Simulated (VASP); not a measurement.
# Pd (Pm-3n) in VASP: notebook

Runs on Pd. Level: RPBE. Tasks: single point.

Program: VASP 6.6.1. These are calculated values, not measurements. Logs are shortened: lines on timing, memory, paths and dates and some standing lists are left out, and cuts for length are marked.

## (1) The cell of the first run

It takes space group Pm-3n (No. 223, cubic). The conventional cell has a = 5.067 Å, b = 5.067 Å, c = 5.067 Å, α = 90.00°, β = 90.00°, γ = 90.00°. Within 3.7 Å of Pd (site symmetry m-3) lie 12 Pd at 2.83 Å. Within 3.3 Å of Pd (site symmetry -4m2) lie 14 Pd at 2.53 to 3.10 Å.

## (2) Single point, RPBE

INCAR reads:

```
  ALGO = Normal
  EDIFF = 1E-7
  ENCUT = 520
  GGA = RP
  ISIF = 2
  ISMEAR = -1
  LASPH = T
  LCHARG = F
  LREAL = F
  LWAVE = F
  NBANDS = 50
  NELM = 60
  PREC = Accurate
  SIGMA = 0.1
```

KPOINTS reads:

```
k-points
0
Gamma
  5 5 5
```

POSCAR reads:

```
Pd
1.0
    5.0674073165      0.0000000000      0.0000000000
    0.0000000000      5.0674073165      0.0000000000
    0.0000000000      0.0000000000      5.0674073165
Pd
8
Direct
    1.0000000000      0.0000000000      1.0000000000
    0.5000000000      0.5000000000      0.5000000000
    0.2500000000      0.0000000000      0.5000000000
    0.7500000000      0.0000000000      0.5000000000
    0.5000000000      0.2500000000      0.0000000000
    0.5000000000      0.7500000000      0.0000000000
    0.0000000000      0.5000000000      0.2500000000
    0.0000000000      0.5000000000      0.7500000000
```

Potentials or basis: VASP PAW PBE potentials, release 64 (Pd).

Command:

```console
> cat potpaw_PBE.64/Pd/POTCAR > POTCAR
> mpirun -np 1 vasp_std > vasp.out
```

OUTCAR:

```text
EDIFF = 1E-7
   ENCUT = 520
   GGA = RP
   ISIF = 2
   ISMEAR = -1
   LASPH = T
   LREAL = F
   NELM = 60
   PREC = Accurate

 ion  position               nearest neighbor table
   1  0.000  0.000  0.000-   3 2.83   4 2.83   5 2.83   6 2.83   7 2.83   8 2.83   3 2.83   4 2.83
                             7 2.83   8 2.83   5 2.83   6 2.83
   2  0.500  0.500  0.500-   3 2.83   4 2.83   5 2.83   6 2.83   7 2.83   8 2.83   5 2.83   6 2.83
                             3 2.83   4 2.83   7 2.83   8 2.83
   3  0.250  0.000  0.500-   4 2.53   4 2.53   1 2.83   1 2.83   2 2.83   2 2.83   8 3.10   5 3.10
                             5 3.10   6 3.10   6 3.10   7 3.10   8 3.10   7 3.10
   4  0.750  0.000  0.500-   3 2.53   3 2.53   1 2.83   1 2.83   2 2.83   2 2.83   8 3.10   5 3.10
                             5 3.10   6 3.10   6 3.10   7 3.10   8 3.10   7 3.10
   5  0.500  0.250  0.000-   6 2.53   6 2.53   1 2.83   2 2.83   2 2.83   1 2.83   8 3.10   4 3.10
                             3 3.10   4 3.10   3 3.10   7 3.10   7 3.10   8 3.10
   6  0.500  0.750  0.000-   5 2.53   5 2.53   1 2.83   2 2.83   2 2.83   1 2.83   8 3.10   4 3.10
                             3 3.10   4 3.10   3 3.10   7 3.10   7 3.10   8 3.10
   7  0.000  0.500  0.250-   8 2.53   8 2.53   1 2.83   2 2.83   1 2.83   2 2.83   3 3.10   4 3.10
                             5 3.10   3 3.10   4 3.10   6 3.10   5 3.10   6 3.10
   8  0.000  0.500  0.750-   7 2.53   7 2.53   1 2.83   2 2.83   1 2.83   2 2.83   3 3.10   4 3.10
                             5 3.10   3 3.10   4 3.10   6 3.10   5 3.10   6 3.10

  LATTYP: Found a simple cubic cell.
 ALAT       =     5.0674073165

  Lattice vectors:

 A1 = (   5.0674073165,   0.0000000000,   0.0000000000)
 A2 = (   0.0000000000,   5.0674073165,   0.0000000000)
 A3 = (   0.0000000000,   0.0000000000,   5.0674073165)

Analysis of symmetry for initial positions (statically):
=====================================================================
 Subroutine PRICEL returns:
 Original cell was already a primitive cell.

 Routine SETGRP: Setting up the symmetry group for a
 simple cubic supercell.

 Subroutine GETGRP returns: Found 48 space group operations
 (whereof 24 operations were pure point group operations)
 out of a pool of 48 trial point group operations.

The static configuration has the point symmetry T_h .
 The point group associated with its full space group is O_h .

Analysis of symmetry for dynamics (positions and initial velocities):
=====================================================================
 Subroutine PRICEL returns:
 Original cell was already a primitive cell.

 Routine SETGRP: Setting up the symmetry group for a
 simple cubic supercell.

 Subroutine GETGRP returns: Found 48 space group operations
 (whereof 24 operations were pure point group operations)
[... 112 lines left out ...]
   NUPDOWN=      -1.0000    fix difference up-down
   EMIN   =  10.00;   EMAX   =-10.00  energy-range for DOS
   EFERMI =   0.00;   METHOD = LEGACY
   ISMEAR =    -1;   SIGMA  =   0.10  broadening in eV -4-tet -1-fermi 0-gaus
   EFERMI_NEDOS =   21; number of points for ismear=-14 and -15
   IALGO  =     38    algorithm
   IMIX   =      4    mixing-type and parameters
     AMIX     =   0.40;   BMIX     =  1.00
     AMIX_MAG =   1.60;   BMIX_MAG =  1.00
  volume/ion in A,a.u.               =      16.27       109.77
  Fermi-wavevector in a.u.,A,eV,Ry     =   1.392042  2.630578 26.365111  1.937781
  Thomas-Fermi vector in A             =   2.515823
   LORBIT       =      0    0 simple, 1 ext, 2 COOP (PROOUT), +10 PAW based schemes
   GGA     = RP    functional components
   LHFCALC =     F    Hartree Fock is set to
   AEXX    =    0.0000 exact exchange contribution
   IVDW    =     0    specifies the selected vdW correction
   LEPSILON=     F    determine dielectric tensor
   LRPA    =     F    only Hartree local field effects (RPA)
 non-spin polarized calculation
  energy-cutoff  :      520.00
  volume of cell :      130.12
 maximum number of plane-waves:      3524
 NGX is ok and might be reduce to    40
   NGX = 19   NGY = 19   NGZ = 19

 number of electron      79.9999962 magnetization

 Free energy of the ion-electron system (eV)
  ---------------------------------------------------
  ext. energy  EPLUGINS =         0.00000000
  ---------------------------------------------------
  free energy    TOTEN  =       -36.36211160 eV

  energy without entropy =      -35.88978356  energy(sigma->0) =      -36.12594758

 E-fermi :   8.3682     XC(G=0): -12.4492

 val. band max:        8.3676409141   @ k =   0.0000   0.0000   0.0000
 cond. band min:       8.3732712293   @ k =   0.2000   0.0000   0.0000
 fundamental gap:      0.0056303152
 Fermi energy:         8.3681596353

 k-point     1 :       0.0000    0.0000    0.0000
  band No.  band energies     occupation
      1       1.9642      2.00000
      2       3.5558      2.00000
      3       3.5558      2.00000
      4       4.2684      2.00000
      5       4.3948      2.00000
      6       4.3948      2.00000
[... 519 lines left out ...]
     49      19.4385      0.00000
     50      19.4386      0.00000

------------------------ aborting loop because EDIFF is reached ----------------------------------------

  FORCE on cell =-STRESS in cart. coord.  units (eV):
  Direction    XX          YY          ZZ          XY          YZ          ZX
  --------------------------------------------------------------------------------------
  -------------------------------------------------------------------------------------
  Total       -0.2482444     -0.2482444     -0.2482444     -0.0000000      0.0000000      0.0000000
  in kB       -3.0565574     -3.0565574     -3.0565574     -0.0000000      0.0000000      0.0000000
  external PRESSURE =      -3.0565574 kB  Pullay stress =       0.0000000 kB

 VOLUME and BASIS-vectors are now :
 -----------------------------------------------------------------------------
  energy-cutoff  :      520.00
  volume of cell :      130.12
      direct lattice vectors                 reciprocal lattice vectors
     5.067407316  0.000000000  0.000000000     0.197339574  0.000000000  0.000000000
     0.000000000  5.067407316  0.000000000     0.000000000  0.197339574  0.000000000
     0.000000000  0.000000000  5.067407316     0.000000000  0.000000000  0.197339574

 POSITION                                       TOTAL-FORCE (eV/Angst)
 -----------------------------------------------------------------------------------
      0.00000      0.00000      0.00000        -0.000000     -0.000000     -0.000000
      2.53370      2.53370      2.53370        -0.000000     -0.000000     -0.000000
      1.26685      0.00000      2.53370         0.000000      0.000000      0.000000
      3.80056      0.00000      2.53370        -0.000000      0.000000     -0.000000
      2.53370      1.26685      0.00000        -0.000000     -0.000000      0.000000
      2.53370      3.80056      0.00000         0.000000      0.000000     -0.000000
      0.00000      2.53370      1.26685        -0.000000      0.000000     -0.000000
      0.00000      2.53370      3.80056         0.000000     -0.000000      0.000000
 -----------------------------------------------------------------------------------
    total drift:                               -0.000000     -0.000000      0.000000

  FREE ENERGIE OF THE ION-ELECTRON SYSTEM (eV)
  ---------------------------------------------------
  free  energy   TOTEN  =       -36.3621116039 eV

  energy  without entropy=      -35.8897835630  energy(sigma->0) =      -36.12594758
```

OSZICAR:

```text
N       E                     dE             d eps       ncg     rms          rms(c)
DAV:   1     0.545352708155E+03    0.54535E+03   -0.39772E+04  1000   0.155E+03
DAV:   2    -0.196613871615E+02   -0.56501E+03   -0.53271E+03  1064   0.354E+02
DAV:   3    -0.375615670293E+02   -0.17900E+02   -0.16740E+02  1064   0.640E+01
DAV:   4    -0.377886237533E+02   -0.22706E+00   -0.22655E+00  1062   0.705E+00
DAV:   5    -0.377919313053E+02   -0.33076E-02   -0.33070E-02  1100   0.922E-01    0.168E+01
DAV:   6    -0.364258368733E+02    0.13661E+01   -0.45188E+00  1022   0.123E+01    0.893E+00
DAV:   7    -0.364008403835E+02    0.24996E-01   -0.12001E-01  1058   0.333E+00    0.469E+00
DAV:   8    -0.364785386827E+02   -0.77698E-01   -0.46979E-01  1026   0.765E+00    0.371E+00
DAV:   9    -0.363623775263E+02    0.11616E+00   -0.15564E-01  1042   0.503E+00    0.315E-01
DAV:  10    -0.363621933559E+02    0.18417E-03   -0.16142E-02  1042   0.790E-01    0.153E-01
DAV:  11    -0.363621043524E+02    0.89004E-04   -0.79466E-04  1068   0.278E-01    0.322E-02
DAV:  12    -0.363621115132E+02   -0.71608E-05   -0.28535E-05  1068   0.581E-02    0.164E-02
DAV:  13    -0.363621119330E+02   -0.41975E-06   -0.73665E-06  1062   0.293E-02    0.259E-03
DAV:  14    -0.363621116272E+02    0.30579E-06   -0.54649E-07  1052   0.465E-03    0.764E-04
DAV:  15    -0.363621116039E+02    0.23283E-07   -0.32838E-08   568   0.163E-03
   1 F= -.36362112E+02 E0= -.36125948E+02  d E =-.472328E+00
```

Run time: 59 s. Hardware: 1 thread of Intel Xeon Platinum 8259CL at 2.50GHz (Skylake/Cascade Lake), shared host; peak memory 0.24 GiB.

What came out:

* Free energy: -36.3621 eV
* Pressure: -0.3 GPa
* Band gap on the k mesh: zero (band 40 reaches 8.37 eV, above the bottom of band 41 at 8.19 eV)

Caveat: the PAW data sets were made with another functional, which shifts forces and pressure a little.

## (3) Single point, RPBE, collinear spin, ferromagnetic start

This run uses another cell than the first one, of 16.23 Å³/atom, 0.998 times its volume.

INCAR reads:

```
SYSTEM = Pd
  PREC = Accurate
  ENCUT = 520
  EDIFF = 1E-6
  ISMEAR = -1
  SIGMA = 0.05
  LREAL = .False.
  LASPH = .True.
  NELM = 150
  ALGO = Normal
  ISIF = 2
  LWAVE = .False.
  LCHARG = .False.
  ISPIN = 2
  MAGMOM = 0.5 0.5 0.5 0.5 0.5 0.5 0.5 0.5
  LORBIT = 11
  LMAXMIX = 4
  GGA = RP
  NBANDS = 54
```

KPOINTS reads:

```
regular mesh
0
Gamma
  5 5 5
  0 0 0
```

POSCAR reads:

```
Pd
1.0
    5.0635283339      0.0000000000      0.0000000000
    0.0000000000      5.0635283339      0.0000000000
    0.0000000000      0.0000000000      5.0635283339
Pd
8
Direct
    0.0000000000      0.0000000000      0.0000000000
    0.5000000000      0.5000000000      0.5000000000
    0.2500000000      1.0000000000      0.5000000000
    0.7500000000      1.0000000000      0.5000000000
    0.5000000000      0.2500000000      1.0000000000
    0.5000000000      0.7500000000      1.0000000000
    1.0000000000      0.5000000000      0.2500000000
    1.0000000000      0.5000000000      0.7500000000
```

Potentials or basis: VASP PAW PBE potentials, release 64 (Pd).

Command:

```console
> cat potpaw_PBE.64/Pd/POTCAR > POTCAR
> mpirun -np 1 vasp_std > vasp.out
```

Wall time 69 s (1 thread of Intel Xeon 6975P-C (Granite Rapids), shared host); peak memory 0.32 GiB.

It converged, with:

```yaml
Free_energy: -36.1801 eV
Pressure: -0.3 GPa
Band_gap_on_the_k_mesh: zero (filled and empty bands overlap)
Net_moment: 0.00 μB per cell
Valence_electrons_inside_the_program's_atomic_spheres: Pd 9.29, 9.31
```

Levels at points of the mesh, in eV from the Fermi level:
Spin up:
| k point | band 38 | band 39 | band 40 | band 41 | band 42 | band 43 |
| --- | --- | --- | --- | --- | --- | --- |
| (0.00, 0.00, 0.00) | -0.21 | 0.04 | 0.04 | 0.04 | 2.41 | 2.41 |
Spin down:
```
           k point  band 37  band 38  band 39  band 40  band 41  band 42  band 43  band 44
(0.00, 0.00, 0.00)    -0.21    -0.21     0.04     0.04     0.04     2.41     2.41     2.41
```

Caveat: the PAW data sets were made with another functional, which shifts forces and pressure a little.
